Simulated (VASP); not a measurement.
# Sb (R-3m) in VASP: further runs, part 2 of 2

VASP 6.6.1.

## 4. Single point, PBE

This run uses another cell than the first one, of 25.47 Å³/atom, 1.143 times its volume.

The input, INCAR:

```
SYSTEM = Sb
PREC = Accurate
ENCUT = 520
EDIFF = 1E-7
ISMEAR = -1
SIGMA = 0.1
LREAL = .FALSE.
LASPH = .TRUE.
NELM = 80
ALGO = Normal
ISIF = 2
LWAVE = .FALSE.
LCHARG = .FALSE.
GGA = PE
NBANDS = 12
```

The input, KPOINTS:

```
regular mesh
0
G
  11 11 11
  0 0 0
```

The input, POSCAR:

```
Sb
1.0
    2.0796260226     -1.2006726440      3.3995463872
    0.0000000000      2.4013452880      3.3995463872
   -2.0796260226     -1.2006726440      3.3995463872
Sb
2
Direct
    0.2499640547      0.2499640547      0.2499640547
   -0.2499640547     -0.2499640547     -0.2499640547
```

Potentials or basis: VASP PAW PBE potentials, release 64 (Sb).

The run is started by

```bash
$ cat potpaw_PBE.64/Sb/POTCAR > POTCAR
$ mpirun -np 1 vasp_std > vasp.out
```

OUTCAR:

```text
SYSTEM = Sb
   PREC = Accurate
   ENCUT = 520
   EDIFF = 1E-7
   ISMEAR = -1
   LREAL = .FALSE.
   LASPH = .TRUE.
   NELM = 80
   ISIF = 2
   GGA = PE

 ion  position               nearest neighbor table
   1  0.250  0.250  0.250-   2 2.94   2 2.94   2 2.94   2 2.94   2 2.94   2 2.94
   2  0.750  0.750  0.750-   1 2.94   1 2.94   1 2.94   1 2.94   1 2.94   1 2.94

  LATTYP: Found a trigonal (rhomboedric) cell.
 ALAT       =     4.1621358496
 COS(alpha) =     0.5006926264

  Lattice vectors:

 A1 = (   2.0796260226,  -1.2006726440,   3.3995463872)
 A2 = (   0.0000000000,   2.4013452880,   3.3995463872)
 A3 = (  -2.0796260226,  -1.2006726440,   3.3995463872)

Analysis of symmetry for initial positions (statically):
=====================================================================
 Subroutine PRICEL returns:
 Original cell was already a primitive cell.

 Routine SETGRP: Setting up the symmetry group for a
 trigonal (rhombohedral) supercell.

 Subroutine GETGRP returns: Found 12 space group operations
 (whereof 12 operations were pure point group operations)
 out of a pool of 12 trial point group operations.

The static configuration has the point symmetry D_3d.

Analysis of symmetry for dynamics (positions and initial velocities):
=====================================================================
 Subroutine PRICEL returns:
 Original cell was already a primitive cell.

 Routine SETGRP: Setting up the symmetry group for a
 trigonal (rhombohedral) supercell.

 Subroutine GETGRP returns: Found 12 space group operations
 (whereof 12 operations were pure point group operations)
 out of a pool of 12 trial point group operations.

The dynamic configuration has the point symmetry D_3d.

 Subroutine INISYM returns: Found 12 space group operations
 (whereof 12 operations are pure point group operations),
 and found     1 'primitive' translations

----------------------------------------------------------------------------------------
[... 111 lines left out ...]
   IMIX   =      4    mixing-type and parameters
     AMIX     =   0.40;   BMIX     =  1.00
     AMIX_MAG =   1.60;   BMIX_MAG =  1.00
  volume/ion in A,a.u.               =      25.47       171.85
  Fermi-wavevector in a.u.,A,eV,Ry     =   0.951512  1.798096 12.318368  0.905375
  Thomas-Fermi vector in A             =   2.079989
   LORBIT       =      0    0 simple, 1 ext, 2 COOP (PROOUT), +10 PAW based schemes
   GGA     = PE    functional components
[... 5 lines left out ...]
 non-spin polarized calculation
  energy-cutoff  :      520.00
  volume of cell :       50.93
 maximum number of plane-waves:      1390
   NGX = 15   NGY = 15   NGZ = 15

 number of electron      10.0000000 magnetization

 number of electron       9.9999999 magnetization

 Free energy of the ion-electron system (eV)
  ---------------------------------------------------
  ext. energy  EPLUGINS =         0.00000000
  ---------------------------------------------------
  free energy    TOTEN  =        -7.87221096 eV

  energy without entropy =       -7.84431023  energy(sigma->0) =       -7.85826059

 E-fermi :   9.2876     XC(G=0): -10.3158

 val. band max:        9.1376540258   @ k =  -0.4545   0.3636   0.2727
 cond. band min:       9.3428870465   @ k =   0.3636  -0.0000   0.0000
 fundamental gap:      0.2052330207
 Fermi energy:         9.2876425529

 k-point     1 :       0.0000    0.0000    0.0000
  band No.  band energies     occupation
      1      -4.4395      2.00000
      2       5.8052      2.00000
      3       7.3253      2.00000
      4       7.3394      2.00000
      5       7.3394      2.00000
      6      12.9482      0.00000
      7      12.9482      0.00000
      8      12.9529      0.00000
      9      13.8630      0.00000
     10      13.8778      0.00000
     11      13.8778      0.00000
     12      15.7672      0.00000
[... 331 lines left out ...]
 k-point    24 :      -0.1818    0.1818    0.0000
  band No.  band energies     occupation
      1      -3.3226      2.00000
      2       2.0376      2.00000
      3       5.4707      2.00000
      4       8.7593      1.98991
      5       8.9937      1.89953
      6       9.5738      0.10814
      7      10.2836      0.00009
      8      13.8745      0.00000
      9      14.0872      0.00000
     10      14.8042      0.00000
     11      17.7506      0.00000
     12      17.7810      0.00000

 [... further k-points ...]
[... 5 lines left out ...]
  --------------------------------------------------------------------------------------
  -------------------------------------------------------------------------------------
  Total        4.2411131      4.2411131      4.2363293      0.0000000      0.0000000      0.0000000
  in kB      133.4161357    133.4161357    133.2656463      0.0000000      0.0000000      0.0000000
  external PRESSURE =     133.3659726 kB  Pullay stress =       0.0000000 kB

 VOLUME and BASIS-vectors are now :
 -----------------------------------------------------------------------------
  energy-cutoff  :      520.00
  volume of cell :       50.93
      direct lattice vectors                 reciprocal lattice vectors
     2.079626023 -1.200672644  3.399546387     0.240427844 -0.138811080  0.098052297
     0.000000000  2.401345288  3.399546387     0.000000000  0.277622160  0.098052297
    -2.079626023 -1.200672644  3.399546387    -0.240427844 -0.138811080  0.098052297

 POSITION                                       TOTAL-FORCE (eV/Angst)
 -----------------------------------------------------------------------------------
      0.00000      0.00000      2.54929         0.000000      0.000000      0.000646
      0.00000      0.00000      7.64935         0.000000      0.000000     -0.000646
 -----------------------------------------------------------------------------------
    total drift:                               -0.000000      0.000000      0.000000

  FREE ENERGIE OF THE ION-ELECTRON SYSTEM (eV)
  ---------------------------------------------------
  free  energy   TOTEN  =        -7.8722109578 eV

  energy  without entropy=       -7.8443102277  energy(sigma->0) =       -7.85826059
```

OSZICAR:

```text
N       E                     dE             d eps       ncg     rms          rms(c)
DAV:   1     0.374265827421E+02    0.37427E+02   -0.36711E+03  3504   0.669E+02
DAV:   2    -0.588170411340E+01   -0.43308E+02   -0.41731E+02  4552   0.113E+02
DAV:   3    -0.785581271934E+01   -0.19741E+01   -0.19514E+01  4352   0.263E+01
DAV:   4    -0.787219099690E+01   -0.16378E-01   -0.16369E-01  4028   0.285E+00
DAV:   5    -0.787236119555E+01   -0.17020E-03   -0.17020E-03  4340   0.324E-01    0.366E+00
DAV:   6    -0.787156294163E+01    0.79825E-03   -0.15186E-03  4036   0.272E-01    0.223E+00
DAV:   7    -0.787212135670E+01   -0.55842E-03   -0.33940E-03  3916   0.412E-01    0.768E-02
DAV:   8    -0.787220172451E+01   -0.80368E-04   -0.11025E-04  4268   0.624E-02    0.201E-02
DAV:   9    -0.787220878140E+01   -0.70569E-05   -0.12614E-05  4136   0.218E-02    0.293E-03
DAV:  10    -0.787221076616E+01   -0.19848E-05   -0.17575E-06  4028   0.704E-03    0.149E-03
DAV:  11    -0.787221090149E+01   -0.13532E-06   -0.16034E-08  2984   0.960E-04    0.683E-04
DAV:  12    -0.787221095777E+01   -0.56287E-07   -0.16893E-08  2472   0.846E-04
   1 F= -.78722110E+01 E0= -.78582606E+01  d E =-.279007E-01
```

Wall time 49 s (1 thread of Intel Xeon Platinum 8259CL at 2.50GHz (Skylake/Cascade Lake), shared host); peak memory 0.22 GiB.

What came out:

- Free energy: -7.8722 eV
- Pressure: 13.3 GPa
- Band gap on the k mesh: zero (band 5 reaches 9.51 eV, above the bottom of band 6 at 8.79 eV)

Levels at points of the mesh, in eV from the Fermi level:
```csv
k point,band 1,band 2,band 3,band 4,band 5,band 6,band 7,band 8,band 9,band 10
"(0.00, 0.00, 0.00)",-13.73,-3.48,-1.96,-1.95,-1.95,3.66,3.66,3.67,4.58,4.59
```

Caveat: spin-orbit coupling is left out, which moves the levels of the heavy elements.
